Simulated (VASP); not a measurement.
Set up this calculation in VASP 6.6.1, as the native input.

| Item | Value |
| --- | --- |
| Task | single point |
| Functional | PBEsol |
| Potentials or basis | VASP PAW PBE potentials, release 64 (P) |
| Cutoff | 520 eV |
| k mesh | 15 × 15 × 15 |
| Occupations | gaussian, width 0.1 eV |
| Spin | no spin polarisation |
| Dipole correction | no |
| Further INCAR settings | ALGO = Normal; EDIFF = 1e-07; NBANDS = 12 |

The structure of P lies in POSCAR:

```
P
1.0
    1.6732363073      0.9660434324      2.7303032422
   -1.6732363073      0.9660434324      2.7303032422
    0.0000000000     -1.9320868648      2.7303032422
P
2
Direct
    0.2441659607      0.2441659607      0.2441659607
    0.7558340393      0.7558340393      0.7558340393
```

This cell differs from its parent crystal: volume scaled by 0.88, then relaxed in part.

These files were run (other wordings do the same):

INCAR

```
PREC = Accurate
ENCUT = 520
EDIFF = 1E-7
ISMEAR = 0
SIGMA = 0.1
LREAL = False
LASPH = True
NELM = 80
ALGO = Normal
ISIF = 2
LWAVE = False
LCHARG = False
GGA = PS
NBANDS = 12
```

KPOINTS

```
Automatic mesh
0
Gamma
  15 15 15
```

Potentials or basis: VASP PAW PBE potentials, release 64 (P).

Command:

```console
$ cat potpaw_PBE.64/P/POTCAR > POTCAR
$ mpirun -np 1 vasp_std > vasp.out
```

It gave:

The pressure is 11.0 GPa. The largest force is 0.014 eV/Å. The band gap on the k mesh is zero (band 5 reaches 12.35 eV, above the bottom of band 6 at 9.88 eV).

Caveat: the PAW data sets were made with another functional, which shifts forces and pressure a little.

Run time: 67 s on 1 thread of Intel(R) Xeon(R) Platinum 8559C (Emerald Rapids) (shared host), peak memory 0.21 GiB.
